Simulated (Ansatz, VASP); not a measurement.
**One calculation of ZrB2, two programs**

File INCAR:

```
PREC = Accurate
ENCUT = 520
EDIFF = 1E-7
ISMEAR = 0
SIGMA = 0.15
LREAL = F
LASPH = T
NELM = 100
ALGO = Normal
ISIF = 2
LWAVE = F
LCHARG = T
LELF = T
LVHAR = T
NBANDS = 16
```

KPOINTS

```
Automatic mesh
0
Gamma
  15 15 12
```

Contents of POSCAR:

```
ZrB2
1.0
    3.0386000000      0.0000000000      0.0000000000
   -1.5193000000      2.6315047919      0.0000000000
    0.0000000000      0.0000000000      3.5470000000
Zr B
1 2
Direct
    0.0000000000      0.0000000000      0.0000000000
    0.3333333333      0.6666666667      0.5000000000
    0.6666666667      0.3333333333      0.5000000000
```

Input for Ansatz:

```yaml
crystal:
  lattice:
    - [3.0386, 0.0, 0.0]
    - [-1.5193, 2.6315047919, 0.0]
    - [0.0, 0.0, 3.547]
  atoms:
    - { symbol: Zr, position: [0.0, 0.0, 0.0] }
    - { symbol: B, position: [0.3333333333, 0.6666666667, 0.5] }
    - { symbol: B, position: [0.6666666667, 0.3333333333, 0.5] }
basis:
  ecutwfc: 520.0
kpoints:
  mp_grid: { grid: [15, 15, 12] }
hamiltonian:
  xc: lda
  pseudopotentials: { kind: paw }
scf:
  occupations: { method: gaussian, width: 0.15 }
output:
  forces: true
  stress: true
  eigenvalues: true
  write_density: true
  write_potential: true
  elf: true
  volumetric_format: npy
```

Alike in both runs: task single point; functional LDA; k mesh 15 × 15 × 12; occupations gaussian, width 0.15 eV; no spin polarisation.

```csv
,VASP,Ansatz
version,VASP 6.6.1,Ansatz 0.2.0
potentials or method,"VASP PAW LDA potentials, release 64 (Zr_sv, B), cutoff 520 eV","scalar-relativistic, plane waves, PAW"
valence electrons in the cell,18,18
```

|  | VASP | Ansatz | Ansatz less VASP |
| --- | --- | --- | --- |
| gap on the k mesh at the Fermi level (eV) | none | none | - |
| pressure (GPa) | 14.0 | 13.4 | -0.60 |
| traceless stress, the component that is largest in VASP (GPa) | -12.66 | -12.72 | -0.053 |

LDA's correlation is that of Perdew and Zunger in VASP and of Perdew and Wang (1992) in Ansatz. A gap of «none» marks a metal or a gap that the smearing closes.
